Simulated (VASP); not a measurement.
**HfO2: relaxation of the atoms with PBEsol**

The system is HfO2.

```
Hf O
1.0
     5.06925    0.06157    0.06157
     0.06157    5.06925    0.06157
     0.06157    0.06157    5.06925
Hf O
4 8
Direct
  0.99578 0.99578 0.99578
  0.99578 0.49578 0.49578
  0.49578 0.99578 0.49578
  0.49578 0.49578 0.99578
  0.27275 0.27275 0.27275
  0.22543 0.22543 0.76614
  0.22543 0.76614 0.22543
  0.27274 0.71883 0.71883
  0.76614 0.22543 0.22543
  0.71883 0.27274 0.71883
  0.71883 0.71883 0.27274
  0.76613 0.76613 0.76613
```

```yaml
Program: VASP 6.6.1
Task: relaxation of the atoms
Functional: PBEsol
Potentials_or_basis: VASP PAW PBE potentials, release 64 (Hf_pv, O)
Cutoff: 520 eV
k_mesh: 4 × 4 × 4
Occupations: gaussian, width 0.01 eV
Spin: no spin polarisation
Dipole_correction: no
Further_INCAR_settings: ALGO = Normal; EDIFF = 1e-06; IBRION = 2; EDIFFG = -0.004; NSW = 100
```

```yaml
Energy_gained_by_relaxing: 3.1 meV/atom
Ionic_steps: 26
Pressure_after_relaxing: -3.1 GPa
Largest_force_after_relaxing: 0.004 eV/Å
Band_gap_on_the_k_mesh: 4.29 eV (least direct gap 4.30 eV)
```

Forces on the atoms (eV/Å):
```
Hf  -0.001 -0.001 -0.001
Hf  -0.002  0.001  0.001
Hf   0.001 -0.002  0.001
Hf   0.001  0.001 -0.002
O   -0.001 -0.001 -0.001
O    0.000  0.000  0.001
O    0.000  0.001  0.000
O    0.001  0.001  0.001
O    0.001  0.000  0.000
O    0.001  0.001  0.001
O    0.001  0.001  0.001
O   -0.002 -0.002 -0.002
```

Stress tensor (GPa, compression positive):
```
-3.12 -1.03 -1.03
-1.03 -3.12 -1.03
-1.03 -1.03 -3.12
```

The path:
```
step  energy change (eV)  largest force (eV/Å)  pressure (GPa)
   1              0.0000                0.8550           -3.16
   2             -0.0138                0.5108           -3.40
   3             -0.0228                0.2729           -3.35
   4             -0.0303                0.1794           -3.37
   5             -0.0305                0.1909           -3.36
   6             -0.0333                0.1041           -3.32
   7             -0.0340                0.1233           -3.29
   8             -0.0350                0.0851           -3.23
   9             -0.0353                0.0743           -3.19
  10             -0.0356                0.0790           -3.12
  11             -0.0357                0.0458           -3.14
  12             -0.0363                0.0365           -3.12
  13             -0.0369                0.0525           -3.08
  14             -0.0374                0.0245           -3.06
  15             -0.0375                0.0660           -3.05
  16             -0.0376                0.0346           -3.07
  17             -0.0376                0.0257           -3.06
  18             -0.0377                0.0166           -3.09
  19             -0.0377                0.0138           -3.08
  20             -0.0377                0.0077           -3.09
  21             -0.0377                0.0135           -3.10
  22             -0.0377                0.0107           -3.11
  23             -0.0377                0.0048           -3.11
  24             -0.0377                0.0055           -3.11
  25             -0.0377                0.0043           -3.12
  26             -0.0377                0.0038           -3.12
```

Final structure:
```
Hf O
1.0
     5.06925    0.06157    0.06157
     0.06157    5.06925    0.06157
     0.06157    0.06157    5.06925
Hf O
4 8
Direct
  0.98750 0.98750 0.98750
  0.99854 0.49627 0.49627
  0.49627 0.99854 0.49627
  0.49627 0.49627 0.99854
  0.27867 0.27867 0.27867
  0.22592 0.22592 0.77221
  0.22592 0.77221 0.22592
  0.26873 0.71806 0.71806
  0.77221 0.22592 0.22592
  0.71806 0.26873 0.71806
  0.71806 0.71806 0.26873
  0.76326 0.76326 0.76326
```

Levels at points of the mesh, in eV from the valence-band top:
```tsv
k point	band 40	band 41	band 42	band 43	band 44	band 45	band 46	band 47	band 48	band 49
(0.00, 0.00, 0.00)	-0.24	-0.24	-0.10	-0.10	-0.01	4.29	4.29	5.20	5.20	5.46
(0.50, 0.00, 0.00)	-0.34	-0.13	-0.06	-0.04	0.00	4.95	5.06	5.41	5.60	5.64
(0.50, 0.50, 0.00)	-1.36	-0.51	-0.31	-0.28	-0.21	4.69	4.83	5.26	5.45	5.64
(0.50, 0.50, 0.50)	-1.30	-1.13	-1.10	-1.03	-1.03	4.92	4.92	5.21	5.21	5.24
```

It took 29 min on 1 thread of Oxide Virtual Turin-like Processor, on a shared host, peak memory 0.24 GiB.

Caveat: the PAW data sets were made with another functional, which shifts forces and pressure a little; spin-orbit coupling is left out, which moves the levels of the heavy elements. A k mesh can miss the band edges.
